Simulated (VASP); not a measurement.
**H2CO: single point with PBE+D3(BJ)**

H2CO:

```xyz
32
Lattice="7.8730 0.0000 0.0000 0.0000 7.8730 0.0000 0.0000 0.0000 7.8730" Properties=species:S:1:pos:R:3 pbc="T T T"
O     7.0090   -0.4446    5.5370
O    -0.1371   -0.0417    0.8985
O     1.5473    4.6010    3.7773
O     5.9700    2.5058    4.4561
O     2.6127    1.3488    6.5707
O     3.7769    6.4485    1.7730
O     7.8317    3.4873    0.5541
O     4.1086    2.2097    1.7733
C     6.1554   -0.0597    6.3092
C     1.0151    0.3465    0.8229
C     1.2112    5.7660    3.6697
C     6.8394    2.1506    3.6772
C     2.1615    2.2930    5.9507
C     3.9549    5.4017    1.1789
C     7.4831    4.5381    0.0625
C     3.5446    1.6933    2.7154
H     5.8790    1.0134    6.4019
H     5.6105   -0.7683    6.9781
H     1.2907    1.4003    1.0492
H     1.8541   -0.3176    0.5279
H     1.9645    6.5560    3.4325
H     0.1457    6.0812    3.7534
H     7.8015    2.7168    3.5961
H     6.7104    1.2755    2.9897
H     1.0927    2.6023    6.0359
H     2.7784    2.9033    5.2480
H     3.7356    5.3220    0.0834
H     4.3018    4.4682    1.6739
H     7.6046    5.5160    0.5855
H     7.0105    4.5838   -0.9491
H     4.0111    0.9055    3.3573
H     2.5114    2.0047    3.0094
```

```
Program                : VASP 6.6.1
Task                   : single point
Functional             : PBE
Dispersion             : D3(BJ)
Potentials or basis    : VASP PAW PBE potentials, release 64 (O, C, H)
Cutoff                 : 520 eV
k mesh                 : 1 × 1 × 1
Occupations            : fermi-dirac, width 0.02 eV
Spin                   : no spin polarisation
Dipole correction      : no
Further INCAR settings : LREAL = Auto; ALGO = Normal; EDIFF = 1e-06; NBANDS = 70
```

The pressure is -0.2 GPa and the largest force is 0.699 eV/Å. The band gap on the k mesh is 2.74 eV. The dispersion energy per atom is -0.036 eV.

Forces on the atoms (eV/Å):
```
O    0.296 -0.122 -0.347
O   -0.373 -0.155  0.074
O    0.097 -0.235  0.113
O   -0.097  0.051  0.088
O    0.082 -0.143  0.024
O    0.014  0.164  0.197
O    0.214 -0.577  0.259
O    0.172  0.063 -0.226
C   -0.286  0.154  0.418
C    0.434  0.242 -0.047
C   -0.192  0.213 -0.303
C    0.172 -0.083 -0.255
C   -0.160  0.254 -0.207
C   -0.092 -0.202 -0.198
C   -0.249  0.595 -0.271
C   -0.145 -0.173  0.419
H   -0.030 -0.029 -0.030
H   -0.005  0.050 -0.042
H   -0.050 -0.061 -0.010
H   -0.017 -0.042  0.023
H   -0.062 -0.007  0.111
H    0.133 -0.003  0.075
H   -0.087 -0.121  0.019
H   -0.016  0.193  0.143
H    0.056 -0.054  0.069
H    0.056 -0.093  0.114
H    0.052 -0.028  0.011
H    0.036  0.070  0.020
H    0.023  0.013  0.014
H    0.008 -0.032 -0.033
H    0.023  0.111 -0.186
H   -0.006 -0.010 -0.035
```

Stress tensor (GPa, compression positive):
```
-0.13 -0.12 -0.05
-0.12 -0.16 -0.02
-0.05 -0.02 -0.22
```

Levels at points of the mesh, in eV from the valence-band top:
```csv
k point,band 46,band 47,band 48,band 49,band 50,band 51
"(0.00, 0.00, 0.00)",-0.31,-0.19,0.00,2.74,2.91,3.02
```

Wall time 66 s on 1 thread of Intel(R) Xeon(R) Platinum 8375C CPU @ 2.90GHz (Ice Lake), on a shared host, peak memory 0.44 GiB.

Caveat: the k points lie up to 0.80 Å⁻¹ apart.
